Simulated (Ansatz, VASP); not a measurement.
## Two plane-wave programs on In2O3

```
In O
1.0
     2.74350    1.58396    4.78830
    -2.74350    1.58396    4.78830
     0.00000   -3.16792    4.78830
In O
4 6
Direct
  0.35853 0.35853 0.35853
  0.14147 0.14147 0.14147
  0.64147 0.64147 0.64147
  0.85853 0.85853 0.85853
  0.54572 0.95428 0.25000
  0.25000 0.54572 0.95428
  0.95428 0.25000 0.54572
  0.45428 0.04572 0.75000
  0.75000 0.45428 0.04572
  0.04572 0.75000 0.45428
```

Change from the starting cell: z stretched by -1 %, ions relaxed.

Alike in both runs: functional PBE; k mesh 7 × 7 × 7; occupations fermi-dirac, width 0.02 eV; no spin polarisation.

Ansatz relaxed the structure, and its values are those at the end. VASP's run is a single point on that final structure, the one shown.

|  | VASP | Ansatz |
| --- | --- | --- |
| version | VASP 6.6.1 | Ansatz 0.2.0 |
| potentials or method | VASP PAW PBE potentials, release 64 (In_d, O) | plane-wave PAW, scalar-relativistic |
| plane-wave cutoff (eV) | 520 | 420 |
| valence electrons in the cell | 88 | 88 |

```tsv
	VASP	Ansatz	Ansatz less VASP
gap on the k mesh at the Fermi level (eV)	1.33	1.33	+0.008
pressure (GPa)	10.5	10.0	-0.54
rms of the force components (eV/Å)	0.014	0.007	-0.0070
```

Ansatz's warnings: stress scf threshold loose.
